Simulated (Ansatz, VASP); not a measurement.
## MgS: VASP beside Ansatz

```xyz
4
Lattice="0.0000 2.8486 2.8486 2.8486 2.8486 0.0000 -2.8486 5.6972 -2.8486" Properties=species:S:1:pos:R:3 pbc="T T T"
Mg   -2.8486    5.6972   -2.8486
Mg    0.0000    5.6972    0.0000
S    -1.4243    7.1215   -1.4243
S     1.4243    7.1215    1.4243
```

Alike in both runs: task single point; functional PBE; k mesh 6 × 6 × 6; occupations gaussian, width 0.1 eV; no spin polarisation.

```csv
,VASP,Ansatz
version,VASP 6.6.1,Ansatz 0.2.0
potentials or method,"VASP PAW PBE potentials, release 64 (Mg, S), cutoff 520 eV","scalar-relativistic, plane waves, PAW"
valence electrons in the cell,16,32
```

|  | VASP | Ansatz | Ansatz less VASP |
| --- | --- | --- | --- |
| gap on the k mesh at the Fermi level (eV) | 3.37 | 3.37 | +0.008 |
| least direct gap on the mesh (eV) | 3.37 | 3.37 | +0.008 |
| pressure (GPa) | -0.1 | 0.0 | +0.15 |

The functional is the same, so the differences come from potentials, cutoffs and numerics. VASP's potentials hold 16 valence electrons a cell and Ansatz's 32, so a difference there can come from the potentials and not from the codes.
